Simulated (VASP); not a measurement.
Wanted: the native input for a VASP 6.6.1 run.

```
Task                   : single point
Functional             : r2SCAN
Potentials or basis    : VASP PAW PBE potentials, release 64 (W_sv, Br)
Cutoff                 : 550 eV
k mesh                 : 4 × 4 × 7
Occupations            : fermi-dirac, width 0.0117 eV
Spin                   : no spin polarisation
Dipole correction      : no
Further INCAR settings : ALGO = Normal; EDIFF = 1e-06; NBANDS = 52
```

Crystal: WBr.

```
W Br
1.0
     6.96609    0.00000    0.00000
     0.00000    6.40379    0.00000
     0.00000    0.00000    3.62698
W Br
4 4
Direct
  0.17500 0.00000 0.25000
  0.82500 0.00000 0.75000
  0.67500 0.50000 0.75000
  0.32500 0.50000 0.25000
  0.62000 0.20000 0.25000
  0.38000 0.80000 0.75000
  0.12000 0.30000 0.75000
  0.88000 0.70000 0.25000
```

These files were run (other wordings do the same):

POSCAR

```
WBr
1.0
    6.9660946200      0.0000000000      0.0000000000
    0.0000000000      6.4037886500      0.0000000000
    0.0000000000      0.0000000000      3.6269839100
W Br
4 4
Direct
    0.1750000000      0.0000000000      0.2500000000
    0.8250000000      0.0000000000      0.7500000000
    0.6750000000      0.5000000000      0.7500000000
    0.3250000000      0.5000000000      0.2500000000
    0.6200000000      0.2000000000      0.2500000000
    0.3800000000      0.8000000000      0.7500000000
    0.1200000000      0.3000000000      0.7500000000
    0.8800000000      0.7000000000      0.2500000000
```

INCAR.step1

```
PREC = Accurate ; ENCUT = 550
ISMEAR = -1 ; SIGMA = 0.0117
LREAL = F ; LASPH = T
NELM = 120 ; NBANDS = 52
GGA = PE ; ALGO = Normal
EDIFF = 1E-5 ; LWAVE = T
LCHARG = F ; GGA_COMPAT = F
```

INCAR.step2

```
PREC = Accurate ; ENCUT = 550
EDIFF = 1E-6 ; ISMEAR = -1
SIGMA = 0.0117 ; LREAL = F
LASPH = T ; NELM = 120
ALGO = Normal ; ISIF = 2
LWAVE = F ; LCHARG = F
METAGGA = R2SCAN ; LMIXTAU = T
NBANDS = 52 ; ISTART = 1
GGA_COMPAT = F
```

KPOINTS

```
Automatic mesh
0
Gamma
  4 4 7
```

Potentials or basis: VASP PAW PBE potentials, release 64 (W_sv, Br).

Run with:

```bash
$ cat potpaw_PBE.64/W_sv/POTCAR potpaw_PBE.64/Br/POTCAR > POTCAR
$ cp INCAR.step1 INCAR
$ mpirun -np 1 vasp_std > vasp.out
$ cp INCAR.step2 INCAR
$ mpirun -np 1 vasp_std > vasp.out
```

Results of the run:

| Quantity | Value |
| --- | --- |
| Pressure | -7.5 GPa |
| Largest force | 1.945 eV/Å |
| Band gap on the k mesh | zero (bands 42 and 43 overlap by 0.63 eV) |

Caveat: the stress differs along the axes, from -13 to -1 GPa; the PAW data sets were made with another functional, which shifts forces and pressure a little; spin-orbit coupling is left out, which moves the levels of the heavy elements.

Run time: 8.2 min on 1 thread of Intel(R) Xeon(R) 6975P-C (Granite Rapids), with other jobs on the host, peak memory 0.44 GiB.
